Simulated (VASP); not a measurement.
Set up this calculation in VASP 6.6.1, as the native input.

* Task: single point
* Functional: LDA
* Potentials or basis: VASP PAW LDA potentials, release 64 (Mn_pv, Br)
* Cutoff: 520 eV
* k mesh: 8 × 8 × 4
* Occupations: gaussian, width 0.05 eV
* Spin: collinear spin, ferromagnetic start
* Starting moments: [5.0, 0.0, 0.0] μB
* Hubbard terms: Mn d U = 4.9 eV
* Dipole correction: no
* Further INCAR settings: ALGO = Normal; EDIFF = 1e-07; NBANDS = 24

The structure of MnBr2 lies in POSCAR:

```
MnBr2
1.0
    3.8258920574      0.0000000000      0.0000000000
   -1.9129460287      3.3133197139      0.0000000000
    0.0000000000      0.0000000000      6.1709537350
Mn Br
1 2
Direct
    0.0000000000      0.0000000000      0.0000000000
    0.3333333333      0.6666666667      0.2434265097
    0.6666666667      0.3333333333      0.7565734903
```

The input as run:

INCAR

```
SYSTEM = MnBr2
  ALGO = Normal
  EDIFF = 1E-7
  ENCUT = 520
  GGA = CA
  ISIF = 2
  ISMEAR = 0
  ISPIN = 2
  LASPH = .True.
  LCHARG = .True.
  LDAU = .True.
  LDAUJ = 0 0
  LDAUL = 2 -1
  LDAUPRINT = 1
  LDAUTYPE = 2
  LDAUU = 4.9 0
  LELF = .True.
  LMAXMIX = 4
  LORBIT = 11
  LREAL = .False.
  LVHAR = .True.
  LWAVE = .False.
  MAGMOM = 5 0 0
  NBANDS = 24
  NELM = 150
  PREC = Accurate
  SIGMA = 0.05
```

KPOINTS

```
k-points
0
Gamma
  8 8 4
  0 0 0
```

Potentials or basis: VASP PAW LDA potentials, release 64 (Mn_pv, Br).

The run is started by

```bash
$ cat potpaw_LDA.64/Mn_pv/POTCAR potpaw_LDA.64/Br/POTCAR > POTCAR
$ mpirun -np 1 vasp_std > vasp.out
```

Results of the run:

The pressure is -0.8 GPa and the largest force is 0.043 eV/Å. The band gap on the k mesh is 3.11 eV (least direct gap 3.21 eV) and the net moment is 5.00 μB per cell. The site moments are Mn +4.58; Br +0.06 μB and the valence electrons inside the program's atomic spheres are Mn 11.29; Br 4.88.

Run time: 3.6 min on 1 thread of Oxide Virtual Turin-like Processor (shared host), peak memory 0.19 GiB.
